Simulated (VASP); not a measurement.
# Te2Pd3Ru (P-3m1) in VASP: notebook

The runs below take Te2Pd3Ru through single point, with PBE.

Everything below comes from runs of VASP 6.6.1. Logs are shortened: lines on timing, memory, paths and dates and some standing lists are left out, and cuts for length are marked.

**1. The cell of the first run**

Symmetry: P-3m1, No. 164, trigonal system. Conventional cell: a = 4.633 Å, b = 4.633 Å, c = 5.781 Å, α = 90.00°, β = 90.00°, γ = 120.00°. Te (site symmetry 3m) has 8 Pd at 2.69 to 3.06 Å and 3 Ru at 3.07 Å within 3.5 Å. Within 3.8 Å of Ru (site symmetry -3m) lie 8 Pd at 2.89 to 2.94 Å and 6 Te at 3.07 Å. Pd (site symmetry 3m) has 5 Te at 2.69 to 3.06 Å and 3 Ru at 2.94 Å and 3 Pd at 3.15 Å within 3.5 Å. Within 3.8 Å of Pd (site symmetry -3m) lie 2 Ru at 2.89 Å and 6 Te at 3.02 Å and 6 Pd at 3.15 Å.

**2. Single point, PBE**

INCAR reads:

```
  PREC = Accurate
  ENCUT = 520
  EDIFF = 1E-6
  ISMEAR = 0
  SIGMA = 0.1
  LREAL = False
  LASPH = True
  NELM = 60
  ALGO = Normal
  ISIF = 2
  LWAVE = False
  LCHARG = False
  GGA = PE
  NBANDS = 37
```

KPOINTS reads:

```
Automatic mesh
0
Gamma
  6 6 2
```

POSCAR reads:

```
Te2Pd3Ru
1.0
    4.6326625326      0.0000000000      0.0000000000
   -2.3163312663      4.0120034404      0.0000000000
    0.0000000000      0.0000000000      5.7811437175
Te Ru Pd
2 1 3
Direct
    0.3333333333      0.6666666667      0.7409153725
    0.6666666667      0.3333333333      0.2590846275
    0.0000000000      0.0000000000      0.0000000000
    0.3333333333      0.6666666667      0.2112292065
    0.6666666667      0.3333333333      0.7887707935
    0.0000000000      0.0000000000      0.5000000000
```

Potentials or basis: VASP PAW PBE potentials, release 64 (Te, Ru_pv, Pd).

The run is started by

```sh
cat potpaw_PBE.64/Te/POTCAR potpaw_PBE.64/Ru_pv/POTCAR potpaw_PBE.64/Pd/POTCAR > POTCAR
mpirun -np 1 vasp_std > vasp.out
```

OUTCAR:

```text
PREC = Accurate
   ENCUT = 520
   EDIFF = 1E-6
   ISMEAR = 0
   LREAL = False
   LASPH = True
   NELM = 60
   ISIF = 2
   GGA = PE

 ion  position               nearest neighbor table
   1  0.333  0.667  0.741-   5 2.69   5 2.69   5 2.69   4 2.72   6 3.02   6 3.02   6 3.02   4 3.06
                             3 3.07   3 3.07   3 3.07
   2  0.667  0.333  0.259-   4 2.69   4 2.69   4 2.69   5 2.72   6 3.02   6 3.02   6 3.02   5 3.06
                             3 3.07   3 3.07   3 3.07
   3  0.000  0.000  0.000-   6 2.89   6 2.89   4 2.94   5 2.94   5 2.94   4 2.94   5 2.94   4 2.94
                             1 3.07   2 3.07   1 3.07   2 3.07   2 3.07   1 3.07
   4  0.333  0.667  0.211-   2 2.69   2 2.69   2 2.69   1 2.72   3 2.94   3 2.94   3 2.94   1 3.06
                             6 3.15   6 3.15   6 3.15
   5  0.667  0.333  0.789-   1 2.69   1 2.69   1 2.69   2 2.72   3 2.94   3 2.94   3 2.94   2 3.06
                             6 3.15   6 3.15   6 3.15
   6  0.000  0.000  0.500-   3 2.89   3 2.89   1 3.02   2 3.02   2 3.02   1 3.02   2 3.02   1 3.02
                             5 3.15   4 3.15   5 3.15   4 3.15   4 3.15   5 3.15

  LATTYP: Found a hexagonal cell.
 ALAT       =     4.6326625326
 C/A-ratio  =     1.2479095287

  Lattice vectors:

 A1 = (   4.6326625326,   0.0000000000,   0.0000000000)
 A2 = (  -2.3163312663,   4.0120034404,   0.0000000000)
 A3 = (   0.0000000000,   0.0000000000,   5.7811437175)

Analysis of symmetry for initial positions (statically):
=====================================================================
 Subroutine PRICEL returns:
 Original cell was already a primitive cell.

 Routine SETGRP: Setting up the symmetry group for a
 hexagonal supercell.

 Subroutine GETGRP returns: Found 12 space group operations
 (whereof 12 operations were pure point group operations)
 out of a pool of 24 trial point group operations.

The static configuration has the point symmetry D_3d.

Analysis of symmetry for dynamics (positions and initial velocities):
=====================================================================
 Subroutine PRICEL returns:
 Original cell was already a primitive cell.

 Routine SETGRP: Setting up the symmetry group for a
 hexagonal supercell.

 Subroutine GETGRP returns: Found 12 space group operations
 (whereof 12 operations were pure point group operations)
 out of a pool of 24 trial point group operations.

The dynamic configuration has the point symmetry D_3d.

 Subroutine INISYM returns: Found 12 space group operations
 (whereof 12 operations are pure point group operations),
 and found     1 'primitive' translations

----------------------------------------------------------------------------------------

                                     Primitive cell

  volume of cell :     107.4498

  direct lattice vectors                    reciprocal lattice vectors
     4.632662533  0.000000000  0.000000000     0.215858590  0.124626015  0.000000000
    -2.316331266  4.012003440  0.000000000     0.000000000  0.249252030  0.000000000
     0.000000000  0.000000000  5.781143718     0.000000000  0.000000000  0.172976153

  length of vectors
     4.632662533  4.632662533  5.781143718     0.249252030  0.249252030  0.172976153

  position of ions in fractional coordinates (direct lattice)
     0.333333333  0.666666667  0.740915372
     0.666666667  0.333333333  0.259084628
     0.000000000  0.000000000  0.000000000
     0.333333333  0.666666667  0.211229207
     0.666666667  0.333333333  0.788770793
     0.000000000  0.000000000  0.500000000

  ion indices of the primitive-cell ions
   primitive index   ion index
                 1           1
                 2           2
                 3           3
                 4           4
                 5           5
                 6           6

----------------------------------------------------------------------------------------

 KPOINTS: Automatic mesh

Automatic generation of k-mesh.
 Grid dimensions read from file:
 generate k-points for:    6    6    2

 Generating k-lattice:

  Cartesian coordinates                     Fractional coordinates (reciprocal lattice)
     0.035976432  0.020771002  0.000000000     0.166666667  0.000000000  0.000000000
     0.000000000  0.041542005  0.000000000     0.000000000  0.166666667  0.000000000
     0.000000000  0.000000000  0.086488076     0.000000000  0.000000000  0.500000000

  Length of vectors
     0.041542005  0.041542005  0.086488076

  Shift w.r.t. Gamma in fractional coordinates (k-lattice)
     0.000000000  0.000000000  0.000000000

 Subroutine IBZKPT returns following result:
 ===========================================

 Found     14 irreducible k-points:

 Following reciprocal coordinates:
            Coordinates               Weight
  0.000000  0.000000  0.000000      1.000000
  0.166667  0.000000  0.000000      6.000000
  0.333333  0.000000  0.000000      6.000000
  0.500000  0.000000  0.000000      3.000000
  0.166667  0.166667  0.000000      6.000000
  0.333333  0.166667  0.000000     12.000000
  0.333333  0.333333  0.000000      2.000000
  0.000000  0.000000  0.500000      1.000000
  0.166667  0.000000  0.500000      6.000000
  0.333333  0.000000  0.500000      6.000000
  0.500000  0.000000  0.500000      3.000000
  0.166667  0.166667  0.500000      6.000000
  0.333333  0.166667  0.500000     12.000000
  0.333333  0.333333  0.500000      2.000000
   k-points           NKPTS =     14   k-points in BZ     NKDIM =     14   number of bands    NBANDS=     37
   number of dos      NEDOS =    301   number of ions     NIONS =      6
   total plane-waves  NPLWV =  62208
   dimension x,y,z NGX =    36 NGY =   36 NGZ =   48
   dimension x,y,z NGXF=    72 NGYF=   72 NGZF=   96
   ions per type =               2   1   3
   NGX,Y,Z   is equivalent  to a cutoff of  12.92, 12.92, 13.80 a.u.
   NGXF,Y,Z  is equivalent  to a cutoff of  25.84, 25.84, 27.61 a.u.
 SYSTEM =  unknown system
   PREC   = accura    normal or accurate (medium, high low for compatibility)
   ISTART =      0    job   : 0-new  1-cont  2-samecut
   ICHARG =      2    charge: 1-file 2-atom 10-const
   ISPIN  =      1    spin polarized calculation?
   LNONCOLLINEAR =      F non collinear calculations
   LSORBIT =      F    spin-orbit coupling
   LASPH  =      T    aspherical Exc in radial PAW
   ENCUT  =  520.0 eV  38.22 Ry    6.18 a.u.   8.61  8.61 10.75*2*pi/ulx,y,z
   NELM   =     60;   NELMIN=  2; NELMDL= -5     # of ELM steps
   EDIFF  = 0.1E-05   stopping-criterion for ELM
   LREAL  =      F    real-space projection
   EDIFFG = 0.1E-04   stopping-criterion for IOM
   NSW    =      0    number of steps for IOM
   IBRION =     -1    ionic relax: 0-MD 1-quasi-New 2-CG
   NFREE  =      0    steps in history (QN), initial steepest desc. (CG)
   ISIF   =      2    stress and relaxation
   ISYM   =      2    0-nonsym 1-usesym 2-fastsym
   POTIM  = 0.5000    time-step for ionic-motion
   TEBEG  =    0.0;   TEEND  =   0.0 temperature during run
   PSTRESS=    0.0 pullay stress
   NELECT =      56.0000    total number of electrons
   NUPDOWN=      -1.0000    fix difference up-down
   EMIN   =  10.00;   EMAX   =-10.00  energy-range for DOS
   EFERMI =   0.00;   METHOD = LEGACY
   ISMEAR =     0;   SIGMA  =   0.10  broadening in eV -4-tet -1-fermi 0-gaus
   EFERMI_NEDOS =   21; number of points for ismear=-14 and -15
   IALGO  =     38    algorithm
   IMIX   =      4    mixing-type and parameters
     AMIX     =   0.40;   BMIX     =  1.00
     AMIX_MAG =   1.60;   BMIX_MAG =  1.00
  volume/ion in A,a.u.               =      17.91       120.85
  Fermi-wavevector in a.u.,A,eV,Ry     =   1.317454  2.489628 23.615444  1.735686
  Thomas-Fermi vector in A             =   2.447494
   LORBIT       =      0    0 simple, 1 ext, 2 COOP (PROOUT), +10 PAW based schemes
   GGA     = PE    functional components
   LHFCALC =     F    Hartree Fock is set to
   AEXX    =    0.0000 exact exchange contribution
   IVDW    =     0    specifies the selected vdW correction
   LEPSILON=     F    determine dielectric tensor
   LRPA    =     F    only Hartree local field effects (RPA)
 non-spin polarized calculation
 Gauss-broadening in eV      SIGMA  =   0.10
  energy-cutoff  :      520.00
  volume of cell :      107.45
 maximum number of plane-waves:      2906
 NGX is ok and might be reduce to    36
   NGX = 17   NGY = 17   NGZ = 21

 number of electron      56.0000002 magnetization

 Free energy of the ion-electron system (eV)
  ---------------------------------------------------
  ext. energy  EPLUGINS =         0.00000000
  ---------------------------------------------------
  free energy    TOTEN  =       -30.96295882 eV

  energy without entropy =      -30.93164286  energy(sigma->0) =      -30.94730084

 E-fermi :  10.5165     XC(G=0): -12.1594

 val. band max:       10.5135359163   @ k =   0.3333   0.3333   0.0000
 cond. band min:      10.5292397245   @ k =   0.3333   0.0000   0.5000
 fundamental gap:      0.0157038082
 Fermi energy:        10.5165467347

 k-point     1 :       0.0000    0.0000    0.0000
  band No.  band energies     occupation
      1     -31.5349      2.00000
      2     -31.4861      2.00000
      3     -31.4861      2.00000
      4      -3.0067      2.00000
      5      -1.4269      2.00000
      6       4.3082      2.00000
[... 29 lines left out ...]
     36      17.5104      0.00000
     37      17.5107      0.00000

 k-point     2 :       0.1667    0.0000    0.0000
  band No.  band energies     occupation
      1     -31.5348      2.00000
      2     -31.4865      2.00000
      3     -31.4862      2.00000
      4      -2.8357      2.00000
      5      -1.4635      2.00000
      6       4.4731      2.00000
[... 29 lines left out ...]
     36      16.1458      0.00000
     37      16.5005      0.00000
[... 438 lines left out ...]
     36      16.4597      0.00000
     37      16.9364      0.00000

 k-point    14 :       0.3333    0.3333    0.5000
  band No.  band energies     occupation
      1     -31.5353      2.00000
      2     -31.4871      2.00000
      3     -31.4871      2.00000
      4      -1.7398      2.00000
      5      -1.7398      2.00000
      6       3.9744      2.00000
[... 29 lines left out ...]
     36      16.8105      0.00000
     37      16.8105      0.00000

------------------------ aborting loop because EDIFF is reached ----------------------------------------

  FORCE on cell =-STRESS in cart. coord.  units (eV):
  Direction    XX          YY          ZZ          XY          YZ          ZX
  --------------------------------------------------------------------------------------
  -------------------------------------------------------------------------------------
  Total       -0.0822911     -0.0822911      0.0493521      0.0000000      0.0000000      0.0000000
  in kB       -1.2270378     -1.2270378      0.7358855      0.0000000      0.0000000      0.0000000
  external PRESSURE =      -0.5727300 kB  Pullay stress =       0.0000000 kB

 VOLUME and BASIS-vectors are now :
 -----------------------------------------------------------------------------
  energy-cutoff  :      520.00
  volume of cell :      107.45
      direct lattice vectors                 reciprocal lattice vectors
     4.632662533  0.000000000  0.000000000     0.215858590  0.124626015  0.000000000
    -2.316331266  4.012003440  0.000000000     0.000000000  0.249252030  0.000000000
     0.000000000  0.000000000  5.781143718     0.000000000  0.000000000  0.172976153

 POSITION                                       TOTAL-FORCE (eV/Angst)
 -----------------------------------------------------------------------------------
     -0.00000      2.67467      4.28334        -0.000000      0.000000      0.026722
      2.31633      1.33733      1.49781         0.000000     -0.000000     -0.026722
      0.00000      0.00000      0.00000         0.000000      0.000000      0.000000
     -0.00000      2.67467      1.22115        -0.000000     -0.000000     -0.000179
      2.31633      1.33733      4.56000         0.000000      0.000000      0.000179
      0.00000      0.00000      2.89057         0.000000      0.000000      0.000000
 -----------------------------------------------------------------------------------
    total drift:                               -0.000000     -0.000000      0.000000

  FREE ENERGIE OF THE ION-ELECTRON SYSTEM (eV)
  ---------------------------------------------------
  free  energy   TOTEN  =       -30.9629588203 eV

  energy  without entropy=      -30.9316428588  energy(sigma->0) =      -30.94730084
```

It took 58 s on 1 thread of AMD EPYC 7R13 (Zen 3), shared host; peak memory 0.23 GiB.

Results:

* Free energy: -30.9630 eV
* Pressure: -0.1 GPa
* Largest force: 0.027 eV/Å
* Band gap on the k mesh: zero (band 28 reaches 11.66 eV, above the bottom of band 29 at 10.28 eV)

Forces on the atoms (eV/Å):
```
Te   0.000  0.000  0.027
Te   0.000  0.000 -0.027
Ru   0.000  0.000  0.000
Pd   0.000  0.000  0.000
Pd   0.000  0.000  0.000
Pd   0.000  0.000  0.000
```

Caveat: the k points lie up to 0.54 Å⁻¹ apart; spin-orbit coupling is left out, which moves the levels of the heavy elements.

(Continued in part 2 of 2.)
